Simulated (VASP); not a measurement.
# HfN (F-43m) in VASP: settings compared

The runs below take HfN through single point, with PBEsol, BLYP, LDA.

Program: VASP 6.6.1. These are calculated values, not measurements. Logs are shortened: lines on timing, memory, paths and dates and some standing lists are left out, and cuts for length are marked.

## Step 1: The cell of the first run

The structure is cubic, space group F-43m (No. 216). Conventional cell: a = 4.910 Å, b = 4.910 Å, c = 4.910 Å, α = 90.00°, β = 90.00°, γ = 90.00°. Within 2.8 Å of Hf (site symmetry -43m) lie 4 N at 2.13 Å. Within 2.8 Å of N (site symmetry -43m) lie 4 Hf at 2.13 Å.

## Step 2: Single point, PBEsol

INCAR reads:

```
SYSTEM = HfN
PREC = Accurate
ENCUT = 520
EDIFF = 1E-6
ISMEAR = 1
SIGMA = 0.15
LREAL = .False.
LASPH = .True.
NELM = 80
ALGO = Normal
ISIF = 2
LWAVE = .False.
LCHARG = .False.
GGA = PS
NBANDS = 14
```

KPOINTS reads:

```
regular mesh
0
Gamma
  11 11 11
  0 0 0
```

POSCAR reads:

```
HfN
1.0
    3.4716430000      0.0000000000      0.0000000000
    1.7358215000      3.0065310309      0.0000000000
    1.7358215000      1.0021770103      2.8345846397
Hf N
1 1
Direct
    0.0000000000      0.0000000000      0.0000000000
    0.7500000000      0.7500000000      0.7500000000
```

Potentials or basis: VASP PAW PBE potentials, release 64 (Hf_pv, N).

On the command line:

```sh
$ cat potpaw_PBE.64/Hf_pv/POTCAR potpaw_PBE.64/N/POTCAR > POTCAR
$ mpirun -np 1 vasp_std > vasp.out
```

OUTCAR:

```text
SYSTEM = HfN
   PREC = Accurate
   ENCUT = 520
   EDIFF = 1E-6
   ISMEAR = 1
   LREAL = .False.
   LASPH = .True.
   NELM = 80
   ISIF = 2
   GGA = PS

 ion  position               nearest neighbor table
   1  0.000  0.000  0.000-   2 2.13   2 2.13   2 2.13   2 2.13
   2  0.750  0.750  0.750-   1 2.13   1 2.13   1 2.13   1 2.13

  LATTYP: Found a face centered cubic cell.
 ALAT       =     4.9096446144

  Lattice vectors:

 A1 = (   3.4716430000,   0.0000000000,   0.0000000000)
 A2 = (   1.7358215000,   3.0065310309,   0.0000000000)
 A3 = (   1.7358215000,   1.0021770103,   2.8345846397)

Analysis of symmetry for initial positions (statically):
=====================================================================
 Subroutine PRICEL returns:
 Original cell was already a primitive cell.

 Routine SETGRP: Setting up the symmetry group for a
 face centered cubic supercell.

 Subroutine GETGRP returns: Found 24 space group operations
 (whereof 24 operations were pure point group operations)
 out of a pool of 48 trial point group operations.

The static configuration has the point symmetry T_d .

Analysis of symmetry for dynamics (positions and initial velocities):
=====================================================================
 Subroutine PRICEL returns:
 Original cell was already a primitive cell.

 Routine SETGRP: Setting up the symmetry group for a
 face centered cubic supercell.

 Subroutine GETGRP returns: Found 24 space group operations
 (whereof 24 operations were pure point group operations)
 out of a pool of 48 trial point group operations.

The dynamic configuration has the point symmetry T_d .

 Subroutine INISYM returns: Found 24 space group operations
 (whereof 24 operations are pure point group operations),
 and found     1 'primitive' translations

----------------------------------------------------------------------------------------

                                     Primitive cell

  volume of cell :      29.5863

  direct lattice vectors                    reciprocal lattice vectors
     3.471643000  0.000000000  0.000000000     0.288048051 -0.166304620 -0.117595124
     1.735821500  3.006531031  0.000000000     0.000000000  0.332609240 -0.117595124
     1.735821500  1.002177010  2.834584640     0.000000000  0.000000000  0.352785373

  length of vectors
     3.471643000  3.471643000  3.471643000     0.352785373  0.352785373  0.352785373

  position of ions in fractional coordinates (direct lattice)
     0.000000000  0.000000000  0.000000000
     0.750000000  0.750000000  0.750000000

  ion indices of the primitive-cell ions
   primitive index   ion index
                 1           1
                 2           2

----------------------------------------------------------------------------------------

 KPOINTS: regular mesh

Automatic generation of k-mesh.
 Grid dimensions read from file:
 generate k-points for:   11   11   11

 Generating k-lattice:

  Cartesian coordinates                     Fractional coordinates (reciprocal lattice)
     0.026186186 -0.015118602 -0.010690466     0.090909091  0.000000000  0.000000000
     0.000000000  0.030237204 -0.010690466     0.000000000  0.090909091  0.000000000
     0.000000000  0.000000000  0.032071398     0.000000000  0.000000000  0.090909091

  Length of vectors
     0.032071398  0.032071398  0.032071398

  Shift w.r.t. Gamma in fractional coordinates (k-lattice)
     0.000000000  0.000000000  0.000000000

 Subroutine IBZKPT returns following result:
 ===========================================

 Found     56 irreducible k-points:

 Following reciprocal coordinates:
            Coordinates               Weight
  0.000000  0.000000  0.000000      1.000000
  0.090909  0.000000  0.000000      8.000000
  0.181818  0.000000  0.000000      8.000000
  0.272727  0.000000  0.000000      8.000000
  0.363636  0.000000  0.000000      8.000000
  0.454545  0.000000  0.000000      8.000000
[... 16 lines left out ...]
 -0.272727  0.181818 -0.000000     24.000000
 -0.181818  0.181818 -0.000000     12.000000
 [... further k-points ...]
   k-points           NKPTS =     56   k-points in BZ     NKDIM =     56   number of bands    NBANDS=     14
   number of dos      NEDOS =    301   number of ions     NIONS =      2
   total plane-waves  NPLWV =  21952
   dimension x,y,z NGX =    28 NGY =   28 NGZ =   28
   dimension x,y,z NGXF=    56 NGYF=   56 NGZF=   56
   ions per type =               1   1
   NGX,Y,Z   is equivalent  to a cutoff of  13.41, 13.41, 13.41 a.u.
   NGXF,Y,Z  is equivalent  to a cutoff of  26.82, 26.82, 26.82 a.u.
 SYSTEM =  HfN
   PREC   = accura    normal or accurate (medium, high low for compatibility)
   ISTART =      0    job   : 0-new  1-cont  2-samecut
   ICHARG =      2    charge: 1-file 2-atom 10-const
   ISPIN  =      1    spin polarized calculation?
   LNONCOLLINEAR =      F non collinear calculations
   LSORBIT =      F    spin-orbit coupling
   LASPH  =      T    aspherical Exc in radial PAW
   ENCUT  =  520.0 eV  38.22 Ry    6.18 a.u.   6.45  6.45  6.45*2*pi/ulx,y,z
   NELM   =     80;   NELMIN=  2; NELMDL= -5     # of ELM steps
   EDIFF  = 0.1E-05   stopping-criterion for ELM
   LREAL  =      F    real-space projection
   EDIFFG = 0.1E-04   stopping-criterion for IOM
   NSW    =      0    number of steps for IOM
   IBRION =     -1    ionic relax: 0-MD 1-quasi-New 2-CG
   NFREE  =      0    steps in history (QN), initial steepest desc. (CG)
   ISIF   =      2    stress and relaxation
   ISYM   =      2    0-nonsym 1-usesym 2-fastsym
   POTIM  = 0.5000    time-step for ionic-motion
   TEBEG  =    0.0;   TEEND  =   0.0 temperature during run
   PSTRESS=    0.0 pullay stress
   NELECT =      15.0000    total number of electrons
   NUPDOWN=      -1.0000    fix difference up-down
   EMIN   =  10.00;   EMAX   =-10.00  energy-range for DOS
   EFERMI =   0.00;   METHOD = LEGACY
   ISMEAR =     1;   SIGMA  =   0.15  broadening in eV -4-tet -1-fermi 0-gaus
   EFERMI_NEDOS =   21; number of points for ismear=-14 and -15
   IALGO  =     38    algorithm
   IMIX   =      4    mixing-type and parameters
     AMIX     =   0.40;   BMIX     =  1.00
     AMIX_MAG =   1.60;   BMIX_MAG =  1.00
  volume/ion in A,a.u.               =      14.79        99.83
  Fermi-wavevector in a.u.,A,eV,Ry     =   1.305395  2.466838 23.185082  1.704055
  Thomas-Fermi vector in A             =   2.436267
   LORBIT       =      0    0 simple, 1 ext, 2 COOP (PROOUT), +10 PAW based schemes
   GGA     = PS    functional components
   LHFCALC =     F    Hartree Fock is set to
   AEXX    =    0.0000 exact exchange contribution
   IVDW    =     0    specifies the selected vdW correction
   LEPSILON=     F    determine dielectric tensor
   LRPA    =     F    only Hartree local field effects (RPA)
 non-spin polarized calculation
 Methfessel and Paxton  Order N= 1 SIGMA  =   0.15
  energy-cutoff  :      520.00
  volume of cell :       29.59
 maximum number of plane-waves:       821
 NGX is ok and might be reduce to    28
   NGX = 13   NGY = 13   NGZ = 13

 number of electron      15.0000001 magnetization

 Free energy of the ion-electron system (eV)
  ---------------------------------------------------
  ext. energy  EPLUGINS =         0.00000000
  ---------------------------------------------------
  free energy    TOTEN  =       -22.25514466 eV

  energy without entropy =      -22.25582547  energy(sigma->0) =      -22.25537159

 E-fermi :   5.5461     XC(G=0): -11.3972

 val. band max:        5.4978198720   @ k =   0.4545   0.2727   0.0909
 cond. band min:       5.7686370406   @ k =   0.2727   0.1818   0.0000
 fundamental gap:      0.2708171685
 Fermi energy:         5.5460719979

 k-point     1 :       0.0000    0.0000    0.0000
  band No.  band energies     occupation
      1     -25.4579      2.00000
      2     -25.4579      2.00000
      3     -25.4579      2.00000
      4     -10.4982      2.00000
      5       0.1490      2.00000
      6       0.1490      2.00000
      7       0.1490      2.00000
      8       4.8709      2.00000
      9       7.8031     -0.00000
     10       7.8031     -0.00000
     11      12.1873      0.00000
     12      12.1873      0.00000
     13      12.1873      0.00000
     14      17.9059      0.00000

 k-point     2 :       0.0909    0.0000    0.0000
  band No.  band energies     occupation
      1     -25.4975      2.00000
      2     -25.4630      2.00000
      3     -25.4630      2.00000
      4     -10.3994      2.00000
      5      -0.0360      2.00000
      6       0.2092      2.00000
      7       0.2092      2.00000
      8       5.3188      2.05396
      9       7.6656     -0.00000
     10       7.6656     -0.00000
     11      11.9647      0.00000
     12      12.3816      0.00000
     13      12.3816      0.00000
     14      17.5225      0.00000

 k-point     3 :       0.1818    0.0000    0.0000
  band No.  band energies     occupation
      1     -25.6017      2.00000
      2     -25.4764      2.00000
      3     -25.4764      2.00000
      4     -10.1421      2.00000
      5      -0.3497      2.00000
      6       0.3620      2.00000
      7       0.3620      2.00000
      8       6.3299     -0.00000
      9       7.4444     -0.00000
     10       7.4444     -0.00000
     11      11.4928      0.00000
     12      12.6423      0.00000
     13      12.6423      0.00000
     14      15.5043      0.00000
[... 324 lines left out ...]
 k-point    23 :      -0.2727    0.1818   -0.0000
  band No.  band energies     occupation
      1     -25.8061      2.00000
      2     -25.6025      2.00000
      3     -25.5106      2.00000
      4      -9.4575      2.00000
      5      -0.3067      2.00000
      6       0.5333      2.00000
      7       0.8194      2.00000
      8       6.8736     -0.00000
      9       7.0560     -0.00000
     10       8.1511     -0.00000
     11      10.9955      0.00000
     12      11.9673      0.00000
     13      12.6393      0.00000
     14      14.5054      0.00000

 k-point    24 :      -0.1818    0.1818   -0.0000
  band No.  band energies     occupation
      1     -25.7268      2.00000
      2     -25.5621      2.00000
      3     -25.4908      2.00000
      4      -9.7107      2.00000
      5      -0.5160      2.00000
      6       0.5763      2.00000
      7       0.6188      2.00000
      8       6.7415     -0.00000
      9       7.4045     -0.00000
     10       7.9435     -0.00000
     11      10.8642      0.00000
     12      12.2285      0.00000
     13      12.9800      0.00000
     14      14.7567      0.00000

 [... further k-points ...]

------------------------ aborting loop because EDIFF is reached ----------------------------------------

  FORCE on cell =-STRESS in cart. coord.  units (eV):
  Direction    XX          YY          ZZ          XY          YZ          ZX
  --------------------------------------------------------------------------------------
  -------------------------------------------------------------------------------------
  Total       -1.0869741     -1.0869741     -1.0869741     -0.0000000      0.0000000     -0.0000000
  in kB      -58.8626228    -58.8626228    -58.8626228     -0.0000000      0.0000000     -0.0000000
  external PRESSURE =     -58.8626228 kB  Pullay stress =       0.0000000 kB

 VOLUME and BASIS-vectors are now :
 -----------------------------------------------------------------------------
  energy-cutoff  :      520.00
  volume of cell :       29.59
      direct lattice vectors                 reciprocal lattice vectors
     3.471643000  0.000000000  0.000000000     0.288048051 -0.166304620 -0.117595124
     1.735821500  3.006531031  0.000000000     0.000000000  0.332609240 -0.117595124
     1.735821500  1.002177010  2.834584640     0.000000000  0.000000000  0.352785373

 POSITION                                       TOTAL-FORCE (eV/Angst)
 -----------------------------------------------------------------------------------
      0.00000      0.00000      0.00000         0.000000     -0.000000     -0.000000
      5.20746      3.00653      2.12594        -0.000000      0.000000      0.000000
 -----------------------------------------------------------------------------------
    total drift:                                0.000000      0.000000      0.000000

  FREE ENERGIE OF THE ION-ELECTRON SYSTEM (eV)
  ---------------------------------------------------
  free  energy   TOTEN  =       -22.2551446582 eV

  energy  without entropy=      -22.2558254657  energy(sigma->0) =      -22.25537159
```

It took 52 s on 1 thread of Intel Xeon Platinum 8259CL at 2.50GHz (Skylake/Cascade Lake), shared host; peak memory 0.17 GiB.

Results:

- Free energy: -22.2551 eV
- Pressure: -5.9 GPa

Levels at points of the mesh, in eV from the Fermi level:
```
           k point  band 3  band 4  band 5  band 6  band 7  band 8  band 9  band 10  band 11  band 12
(0.00, 0.00, 0.00)  -31.00  -16.04   -5.40   -5.40   -5.40   -0.68    2.26     2.26     6.64     6.64
```

Caveat: the PAW data sets were made with another functional, which shifts forces and pressure a little; spin-orbit coupling is left out, which moves the levels of the heavy elements.

## Step 3: Single point, BLYP

INCAR reads:

```
PREC     = Accurate       # precision mode
ENCUT    = 520            # plane-wave cutoff, eV
EDIFF    = 1E-6           # SCF threshold, eV
ISMEAR   = 1              # smearing method
SIGMA    = 0.15           # smearing width, eV
LREAL    = F              # projectors in reciprocal space
LASPH    = T              # aspherical terms in the spheres
NELM     = 60             # most SCF steps
ALGO     = Normal         # electronic algorithm
ISIF     = 2              # what is computed and relaxed
LWAVE    = F              # write WAVECAR
LCHARG   = F              # write CHGCAR
GGA      = B5             # functional
ALDAX    = 1.0          
AGGAX    = 1.0          
AGGAC    = 1.0          
ALDAC    = 0.0          
NBANDS   = 14             # bands
```

KPOINTS reads:

```
Automatic mesh
0
Gamma
  11 11 11
```

POSCAR is that of step 2.

Potentials or basis: VASP PAW PBE potentials, release 64 (Hf_pv, N).

On the command line:

```sh
$ cat potpaw_PBE.64/Hf_pv/POTCAR potpaw_PBE.64/N/POTCAR > POTCAR
$ mpirun -np 1 vasp_std > vasp.out
```

Wall time 65 s (1 thread of Intel Xeon Platinum 8259CL at 2.50GHz (Skylake/Cascade Lake), shared host); peak memory 0.17 GiB.

It converged, with:

- Free energy: -19.7543 eV
- Pressure: 5.7 GPa

Levels at points of the mesh, in eV from the Fermi level:
| k point | band 4 | band 5 | band 6 | band 7 | band 8 | band 9 | band 10 | band 11 |
| --- | --- | --- | --- | --- | --- | --- | --- | --- |
| (0.00, 0.00, 0.00) | -16.11 | -5.49 | -5.49 | -5.49 | -0.55 | 2.16 | 2.16 | 6.50 |

Caveat: the PAW data sets were made with another functional, which shifts forces and pressure a little; spin-orbit coupling is left out, which moves the levels of the heavy elements.

## Step 4: Single point, LDA

INCAR reads:

```
SYSTEM = HfN
ALGO = Normal
EDIFF = 1E-6
ENCUT = 520
ISIF = 2
ISMEAR = 1
LASPH = .True.
LCHARG = .True.
LELF = .True.
LREAL = .False.
LVHAR = .True.
LWAVE = .False.
NBANDS = 14
NELM = 80
PREC = Accurate
SIGMA = 0.15
```

KPOINTS reads:

```
k-points
0
Gamma
  11 11 11
  0 0 0
```

POSCAR is that of step 3.

Potentials or basis: VASP PAW LDA potentials, release 64 (Hf_pv, N).

On the command line:

```sh
$ cat potpaw_LDA.64/Hf_pv/POTCAR potpaw_LDA.64/N/POTCAR > POTCAR
$ mpirun -np 1 vasp_std > vasp.out
```

Run time: 44 s. Hardware: 1 thread of Intel Xeon Platinum 8259CL at 2.50GHz (Skylake/Cascade Lake), shared host; peak memory 0.16 GiB.

Results (log left out):

```
Free energy : -23.0179 eV
Pressure    : -9.9 GPa
```

Levels at points of the mesh, in eV from the Fermi level:
```csv
k point,band 4,band 5,band 6,band 7,band 8,band 9,band 10,band 11
"(0.00, 0.00, 0.00)",-15.86,-5.40,-5.40,-5.40,-0.57,2.17,2.17,6.60
```

Caveat: spin-orbit coupling is left out, which moves the levels of the heavy elements.

## Step 5: Summary

```tsv
level	potentials or basis	gap on the mesh (eV)	pressure (GPa)
PBEsol	VASP PAW PBE potentials, release 64 (Hf_pv, N)	none	-5.9
BLYP	VASP PAW PBE potentials, release 64 (Hf_pv, N)	none	5.7
LDA	VASP PAW LDA potentials, release 64 (Hf_pv, N)	none	-9.9
```

Alike in all rows: task single point; no spin polarisation; cell as given; k mesh 11 × 11 × 11; cutoff (eV) 520; smearing methfessel-paxton 0.15 eV.

Caveats: spin-orbit coupling is left out, which moves the levels of the heavy elements; the PAW data sets were made with another functional, which shifts forces and pressure a little (some runs).

Absolute energies hang on the potentials; compare differences alone.
